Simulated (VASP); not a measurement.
Crystal: TiC.

```
Ti C
1.0
     0.00000    2.16572    2.16572
     2.16572    0.00000    2.16572
     2.16572    2.16572    0.00000
Ti C
1 1
Direct
  0.00000 0.00000 0.00000
  0.50000 0.50000 0.50000
```

```yaml
Program: VASP 6.6.1
Task: relaxation of cell and atoms
Functional: LDA
Potentials_or_basis: VASP PAW LDA potentials, release 64 (Ti_sv, C)
Cutoff: 600 eV
k_mesh: 8 × 8 × 8
Occupations: gaussian, width 0.1 eV
Spin: no spin polarisation
```

At the start: pressure -12.0 GPa; volume 10.16 Å³/atom.

Problem. How do energy, volume and symmetry change on relaxing?

Solution. Over 3 steps the energy falls by 18.3 meV/atom and the volume is 9.70 Å³/atom (-4.5 %); space group Fm-3m (No. 225, to 0.1 Å) before and after.

The path:
| step | energy change (eV) | largest force (eV/Å) | pressure (GPa) | volume (Å³) |
| --- | --- | --- | --- | --- |
| 1 | 0.0000 | 0.0000 | -12.03 | 20.32 |
| 2 | 0.0385 | 0.0000 | 20.78 | 18.15 |
| 3 | -0.0367 | 0.0000 | -0.21 | 19.39 |

Final structure:
```cif
data_structure
_symmetry_space_group_name_H-M 'P 1'
_symmetry_Int_Tables_number 1
_cell_length_a 3.0157
_cell_length_b 3.0157
_cell_length_c 3.0157
_cell_angle_alpha 60.000
_cell_angle_beta 60.000
_cell_angle_gamma 60.000
_cell_volume 19.39
loop_
_atom_site_label
_atom_site_type_symbol
_atom_site_fract_x
_atom_site_fract_y
_atom_site_fract_z
_atom_site_occupancy
Ti1 Ti 0.00000 0.00000 0.00000 1
C1 C 0.50000 0.50000 0.50000 1
```
